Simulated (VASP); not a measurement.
Runs of VASP 6.6.1 on BaTiO3. Symmetry: R3m, No. 160, trigonal system. Conventional cell: a = 5.655 Å, b = 5.655 Å, c = 6.955 Å, α = 90.00°, β = 90.00°, γ = 120.00°. Within 3.7 Å of Ba (site symmetry 3m) lie 12 O at 2.79 to 2.89 Å and 8 Ti at 3.37 to 3.59 Å. Ti (site symmetry 3m) has 6 O at 1.87 to 2.14 Å within 2.5 Å. O (site symmetry m) has 2 Ti at 1.87 to 2.14 Å within 2.5 Å. 

```csv
level,potentials or basis,cutoff (eV),second run,gap on the mesh (eV),pressure (GPa),largest force (eV/Å)
PBEsol,"VASP PAW PBE potentials, release 64 (Ba_sv, Ti_sv, O)",520,-,2.34,0.6,0.14
r2SCAN,"VASP PAW PBE potentials, release 64 (Ba_sv, Ti_sv, O)",520,-,(a),3.9,0.26
BLYP,"VASP PAW PBE potentials, release 64 (Ba_sv, Ti_sv, O)",520,-,2.40,12.6,0.37
r2SCAN,"VASP PAW PBE potentials, release 64 (Ba_sv, Ti_sv, O_h)",910,hard_potentials,2.79,3.7,0.22
PBEsol,"VASP PAW PBE potentials, release 64 (Ba_sv, Ti_sv, O_h)",910,hard_potentials,2.34,(b),0.12
BLYP,"VASP PAW PBE potentials, release 64 (Ba_sv, Ti_sv, O_h)",910,hard_potentials,2.41,12.3,0.34
```

Alike in all rows: task single point; no spin polarisation; cell as given; k mesh 6 × 6 × 6; smearing gaussian 0.01 eV.

Problem. Estimate the missing entries.

Solution. (a) 2.78; (b) 0.2.

Caveats: the PAW data sets were made with another functional, which shifts forces and pressure a little; spin-orbit coupling is left out, which moves the levels of the heavy elements; the cutoff is under 1.25 times the usual one of these potentials, so pressure, stress and relaxed cells hold a basis-set (Pulay) error (some runs).

A k mesh can miss the band edges, and the runs leave out spin-orbit coupling on Ba.
